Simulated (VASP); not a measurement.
# WS2 in VASP: a series of runs

The runs below take WS2 through single point, with PBE.

Program: VASP 6.6.1. These are calculated values, not measurements. Logs are shortened: lines on timing, memory, paths and dates and some standing lists are left out, and cuts for length are marked.

## 1. The cell of the first run

The cell holds a slab with vacuum, 3 atoms: a = 3.184 Å, b = 3.184 Å, c = 16.951 Å, α = 90.00°, β = 90.00°, γ = 120.00°.

## 2. Single point, PBE

Input file INCAR:

```
SYSTEM = WS2
  PREC = Accurate
  ENCUT = 520
  EDIFF = 1E-7
  ISMEAR = 0
  SIGMA = 0.1
  LREAL = .False.
  LASPH = .True.
  NELM = 60
  ALGO = Normal
  ISIF = 2
  LWAVE = .False.
  LCHARG = .True.
  GGA = PE
  LELF = .True.
  LVHAR = .True.
  NBANDS = 20
```

Input file KPOINTS:

```
regular mesh
0
Gamma
  6 6 1
  0 0 0
```

Input file POSCAR:

```
WS2
1.0
    3.1835162500      0.0000000000      0.0000000000
   -1.5917581300      2.7570059500      0.0000000000
    0.0000000000      0.0000000000     16.9505786900
W S
1 2
Direct
    0.3333333300      0.6666666700      0.0000000000
    0.6666666700      0.3333333300      0.9079995200
    0.6666666700      0.3333333300      0.0920004800
```

Potentials or basis: VASP PAW PBE potentials, release 64 (W_sv, S).

Launch:

```console
> cat potpaw_PBE.64/W_sv/POTCAR potpaw_PBE.64/S/POTCAR > POTCAR
> mpirun -np 1 vasp_std > vasp.out
```

OUTCAR:

```text
SYSTEM = WS2
   PREC = Accurate
   ENCUT = 520
   EDIFF = 1E-7
   ISMEAR = 0
   LREAL = .False.
   LASPH = .True.
   NELM = 60
   ISIF = 2
   GGA = PE

 ion  position               nearest neighbor table
   1  0.333  0.667  0.000-   2 2.41   3 2.41   2 2.41   3 2.41   2 2.41   3 2.41
   2  0.667  0.333  0.908-   1 2.41   1 2.41   1 2.41
   3  0.667  0.333  0.092-   1 2.41   1 2.41   1 2.41

  LATTYP: Found a hexagonal cell.
 ALAT       =     3.1835162500
 C/A-ratio  =     5.3244831686

  Lattice vectors:

 A1 = (   3.1835162500,   0.0000000000,   0.0000000000)
 A2 = (  -1.5917581300,   2.7570059500,   0.0000000000)
 A3 = (   0.0000000000,   0.0000000000,  16.9505786900)

Analysis of symmetry for initial positions (statically):
=====================================================================
 Subroutine PRICEL returns:
 Original cell was already a primitive cell.

 Routine SETGRP: Setting up the symmetry group for a
 hexagonal supercell.

 Subroutine GETGRP returns: Found 12 space group operations
 (whereof 12 operations were pure point group operations)
 out of a pool of 24 trial point group operations.

The static configuration has the point symmetry D_3h.

Analysis of symmetry for dynamics (positions and initial velocities):
=====================================================================
 Subroutine PRICEL returns:
 Original cell was already a primitive cell.

 Routine SETGRP: Setting up the symmetry group for a
 hexagonal supercell.

 Subroutine GETGRP returns: Found 12 space group operations
 (whereof 12 operations were pure point group operations)
 out of a pool of 24 trial point group operations.

The dynamic configuration has the point symmetry D_3h.

 Subroutine INISYM returns: Found 12 space group operations
 (whereof 12 operations are pure point group operations),
 and found     1 'primitive' translations

----------------------------------------------------------------------------------------

                                     Primitive cell

  volume of cell :     148.7748

  direct lattice vectors                    reciprocal lattice vectors
     3.183516250  0.000000000  0.000000000     0.314118076  0.181356156  0.000000000
    -1.591758130  2.757005950  0.000000000     0.000000000  0.362712311  0.000000000
     0.000000000  0.000000000 16.950578690     0.000000000  0.000000000  0.058995036

  length of vectors
     3.183516250  3.183516256 16.950578690     0.362712312  0.362712311  0.058995036

  position of ions in fractional coordinates (direct lattice)
     0.333333330  0.666666670  0.000000000
     0.666666670  0.333333330  0.907999520
     0.666666670  0.333333330  0.092000480

  ion indices of the primitive-cell ions
   primitive index   ion index
                 1           1
                 2           2
                 3           3

----------------------------------------------------------------------------------------

 KPOINTS: regular mesh

Automatic generation of k-mesh.
 Grid dimensions read from file:
 generate k-points for:    6    6    1

 Generating k-lattice:

  Cartesian coordinates                     Fractional coordinates (reciprocal lattice)
     0.052353013  0.030226026  0.000000000     0.166666667  0.000000000  0.000000000
     0.000000000  0.060452052  0.000000000     0.000000000  0.166666667  0.000000000
     0.000000000  0.000000000  0.058995036     0.000000000  0.000000000  1.000000000

  Length of vectors
     0.060452052  0.060452052  0.058995036

  Shift w.r.t. Gamma in fractional coordinates (k-lattice)
     0.000000000  0.000000000  0.000000000

 Subroutine IBZKPT returns following result:
 ===========================================

 Found      7 irreducible k-points:

 Following reciprocal coordinates:
            Coordinates               Weight
  0.000000  0.000000  0.000000      1.000000
  0.166667  0.000000  0.000000      6.000000
  0.333333 -0.000000  0.000000      6.000000
  0.500000  0.000000  0.000000      3.000000
  0.166667  0.166667  0.000000      6.000000
  0.333333  0.166667  0.000000     12.000000
  0.333333  0.333333  0.000000      2.000000
   k-points           NKPTS =      7   k-points in BZ     NKDIM =      7   number of bands    NBANDS=     20
   number of dos      NEDOS =    301   number of ions     NIONS =      3
   total plane-waves  NPLWV =  72576
   dimension x,y,z NGX =    24 NGY =   24 NGZ =  126
   dimension x,y,z NGXF=    48 NGYF=   48 NGZF=  252
   ions per type =               1   2
   NGX,Y,Z   is equivalent  to a cutoff of  12.53, 12.53, 12.36 a.u.
   NGXF,Y,Z  is equivalent  to a cutoff of  25.07, 25.07, 24.72 a.u.
 SYSTEM =  WS2
   PREC   = accura    normal or accurate (medium, high low for compatibility)
   ISTART =      0    job   : 0-new  1-cont  2-samecut
   ICHARG =      2    charge: 1-file 2-atom 10-const
   ISPIN  =      1    spin polarized calculation?
   LNONCOLLINEAR =      F non collinear calculations
   LSORBIT =      F    spin-orbit coupling
   LASPH  =      T    aspherical Exc in radial PAW
   ENCUT  =  520.0 eV  38.22 Ry    6.18 a.u.   5.92  5.92 31.52*2*pi/ulx,y,z
   NELM   =     60;   NELMIN=  2; NELMDL= -5     # of ELM steps
   EDIFF  = 0.1E-06   stopping-criterion for ELM
   LREAL  =      F    real-space projection
   EDIFFG = 0.1E-05   stopping-criterion for IOM
   NSW    =      0    number of steps for IOM
   IBRION =     -1    ionic relax: 0-MD 1-quasi-New 2-CG
   NFREE  =      0    steps in history (QN), initial steepest desc. (CG)
   ISIF   =      2    stress and relaxation
   ISYM   =      2    0-nonsym 1-usesym 2-fastsym
   POTIM  = 0.5000    time-step for ionic-motion
   TEBEG  =    0.0;   TEEND  =   0.0 temperature during run
   PSTRESS=    0.0 pullay stress
   NELECT =      26.0000    total number of electrons
   NUPDOWN=      -1.0000    fix difference up-down
   EMIN   =  10.00;   EMAX   =-10.00  energy-range for DOS
   EFERMI =   0.00;   METHOD = LEGACY
   ISMEAR =     0;   SIGMA  =   0.10  broadening in eV -4-tet -1-fermi 0-gaus
   EFERMI_NEDOS =   21; number of points for ismear=-14 and -15
   IALGO  =     38    algorithm
   IMIX   =      4    mixing-type and parameters
     AMIX     =   0.40;   BMIX     =  1.00
     AMIX_MAG =   1.60;   BMIX_MAG =  1.00
  volume/ion in A,a.u.               =      49.59       334.66
  Fermi-wavevector in a.u.,A,eV,Ry     =   0.915285  1.729637 11.398226  0.837746
  Thomas-Fermi vector in A             =   2.040009
   LORBIT       =      0    0 simple, 1 ext, 2 COOP (PROOUT), +10 PAW based schemes
   GGA     = PE    functional components
   LHFCALC =     F    Hartree Fock is set to
   AEXX    =    0.0000 exact exchange contribution
   IVDW    =     0    specifies the selected vdW correction
   LEPSILON=     F    determine dielectric tensor
   LRPA    =     F    only Hartree local field effects (RPA)
 non-spin polarized calculation
 Gauss-broadening in eV      SIGMA  =   0.10
  energy-cutoff  :      520.00
  volume of cell :      148.77
 maximum number of plane-waves:      4024
 NGX is ok and might be reduce to    24
   NGX = 11   NGY = 11   NGZ = 63

 number of electron      25.9999999 magnetization

 Free energy of the ion-electron system (eV)
  ---------------------------------------------------
  ext. energy  EPLUGINS =         0.00000000
  ---------------------------------------------------
  free energy    TOTEN  =       -23.66837289 eV

  energy without entropy =      -23.66837289  energy(sigma->0) =      -23.66837289

 E-fermi :  -0.7685     XC(G=0):  -4.5414

 val. band max:       -1.2146152849   @ k =   0.3333   0.3333   0.0000
 cond. band min:       0.5814543715   @ k =   0.3333   0.3333   0.0000
 fundamental gap:      1.7960696564
 Fermi energy:        -0.7684755459

 k-point     1 :       0.0000    0.0000    0.0000
  band No.  band energies     occupation
      1     -75.2274      2.00000
      2     -39.4672      2.00000
      3     -39.3181      2.00000
      4     -39.3181      2.00000
      5     -15.9869      2.00000
      6     -14.3214      2.00000
[... 12 lines left out ...]
     19       4.2549      0.00000
     20       4.3481      0.00000

 k-point     2 :       0.1667    0.0000    0.0000
  band No.  band energies     occupation
      1     -75.2232      2.00000
      2     -39.4519      2.00000
      3     -39.4026      2.00000
      4     -39.3378      2.00000
      5     -15.5466      2.00000
      6     -14.1640      2.00000
[... 12 lines left out ...]
     19       4.7869      0.00000
     20       5.6047      0.00000

 k-point     3 :       0.3333   -0.0000    0.0000
  band No.  band energies     occupation
      1     -75.2149      2.00000
      2     -39.5681      2.00000
      3     -39.4212      2.00000
      4     -39.3770      2.00000
      5     -14.5167      2.00000
      6     -13.8057      2.00000
[... 12 lines left out ...]
     19       6.0300      0.00000
     20       6.0592      0.00000

 k-point     4 :       0.5000    0.0000    0.0000
  band No.  band energies     occupation
      1     -75.2107      2.00000
      2     -39.6491      2.00000
      3     -39.4058      2.00000
      4     -39.3965      2.00000
      5     -13.8707      2.00000
      6     -13.5969      2.00000
[... 12 lines left out ...]
     19       6.4749      0.00000
     20       6.7110      0.00000

 k-point     5 :       0.1667    0.1667    0.0000
  band No.  band energies     occupation
      1     -75.2170      2.00000
      2     -39.5116      2.00000
      3     -39.4289      2.00000
      4     -39.3832      2.00000
      5     -14.8017      2.00000
      6     -13.8982      2.00000
[... 12 lines left out ...]
     19       5.7658      0.00000
     20       6.7289      0.00000

 k-point     6 :       0.3333    0.1667    0.0000
  band No.  band energies     occupation
      1     -75.2107      2.00000
      2     -39.6078      2.00000
      3     -39.4393      2.00000
      4     -39.4058      2.00000
      5     -13.8933      2.00000
      6     -13.5779      2.00000
[... 12 lines left out ...]
     19       7.0124      0.00000
     20       7.2523      0.00000

 k-point     7 :       0.3333    0.3333    0.0000
  band No.  band energies     occupation
      1     -75.2086      2.00000
      2     -39.5662      2.00000
      3     -39.5326      2.00000
      4     -39.3981      2.00000
      5     -13.5558      2.00000
      6     -13.4345      2.00000
[... 12 lines left out ...]
     19       5.8787      0.00000
     20       8.1299      0.00000

------------------------ aborting loop because EDIFF is reached ----------------------------------------

  FORCE on cell =-STRESS in cart. coord.  units (eV):
  Direction    XX          YY          ZZ          XY          YZ          ZX
  --------------------------------------------------------------------------------------
  -------------------------------------------------------------------------------------
  Total        0.4065256      0.4065256      0.8071061     -0.0000000     -0.0000000      0.0000000
  in kB        4.3779337      4.3779337      8.6918434     -0.0000000     -0.0000000      0.0000000
  external PRESSURE =       5.8159036 kB  Pullay stress =       0.0000000 kB

 VOLUME and BASIS-vectors are now :
 -----------------------------------------------------------------------------
  energy-cutoff  :      520.00
  volume of cell :      148.77
      direct lattice vectors                 reciprocal lattice vectors
     3.183516250  0.000000000  0.000000000     0.314118076  0.181356156  0.000000000
    -1.591758130  2.757005950  0.000000000     0.000000000  0.362712311  0.000000000
     0.000000000  0.000000000 16.950578690     0.000000000  0.000000000  0.058995036

 POSITION                                       TOTAL-FORCE (eV/Angst)
 -----------------------------------------------------------------------------------
     -0.00000      1.83800      0.00000         0.000000      0.000000      0.000000
      1.59176      0.91900     15.39112         0.000000      0.000000     -0.267989
      1.59176      0.91900      1.55946        -0.000000      0.000000      0.267989
 -----------------------------------------------------------------------------------
    total drift:                                0.000002     -0.000001      0.000000

  FREE ENERGIE OF THE ION-ELECTRON SYSTEM (eV)
  ---------------------------------------------------
  free  energy   TOTEN  =       -23.6683728905 eV

  energy  without entropy=      -23.6683728905  energy(sigma->0) =      -23.66837289
```

It took 30 s on 1 thread of Intel Xeon Platinum 8259CL at 2.50GHz (Skylake/Cascade Lake), shared host; peak memory 0.24 GiB.

Results:

- Free energy: -23.6684 eV
- Largest force: 0.268 eV/Å
- Band gap on the k mesh: 1.80 eV, direct

Forces on the atoms (eV/Å):
```
W    0.000  0.000  0.000
S    0.000  0.000 -0.268
S    0.000  0.000  0.268
```

Caveat: spin-orbit coupling is left out, which moves the levels of the heavy elements.

## 3. Single point, PBE

This run uses another cell than the first one, of 49.75 Å³/atom, 1.003 times its volume.

Input file INCAR:

```
PREC = Accurate
ENCUT = 520
EDIFF = 1E-6
ISMEAR = 0
SIGMA = 0.02
LREAL = F
LASPH = T
NELM = 100
ALGO = Normal
ISIF = 2
LWAVE = F
LCHARG = T
GGA = PE
LELF = T
LVHAR = T
NBANDS = 20
```

Input file KPOINTS:

```
regular mesh
0
Gamma
  12 12 2
```

Input file POSCAR:

```
WS2
1.0
    3.1885197453      0.0000000029      0.0000000000
   -1.5942598751      2.7613390984      0.0000000000
    0.0000000000      0.0000000000     16.9506699656
W S
1 2
Direct
    0.3333333333      0.6666666667      0.0000000000
    0.6666666667      0.3333333333      0.9073236586
    0.6666666667      0.3333333333      0.0926763414
```

Potentials or basis: VASP PAW PBE potentials, release 64 (W_sv, S).

Launch:

```console
> cat potpaw_PBE.64/W_sv/POTCAR potpaw_PBE.64/S/POTCAR > POTCAR
> mpirun -np 1 vasp_std > vasp.out
```

Wall time 2.1 min (1 thread of Intel Xeon Platinum 8259CL at 2.50GHz (Skylake/Cascade Lake), shared host); peak memory 0.3 GiB.

Results (log left out):

* Free energy: -23.6748 eV
* Band gap on the k mesh: 1.81 eV, direct

Levels at points of the mesh, in eV from the valence-band top:
```
           k point  band 9  band 10  band 11  band 12  band 13  band 14  band 15  band 16  band 17  band 18
(0.00, 0.00, 0.00)   -2.84    -2.11    -1.62    -1.62    -0.04     2.87     2.87     3.02     3.02     4.93
(0.50, 0.00, 0.00)   -4.41    -3.39    -2.14    -1.28    -0.92     2.83     3.28     4.04     4.69     5.10
(0.00, 0.00, 0.50)   -2.84    -2.11    -1.62    -1.62    -0.04     2.87     2.87     3.02     3.02     4.98
(0.50, 0.00, 0.50)   -4.41    -3.39    -2.14    -1.28    -0.92     2.83     3.28     4.04     4.69     5.10
```

Caveat: spin-orbit coupling is left out, which moves the levels of the heavy elements.
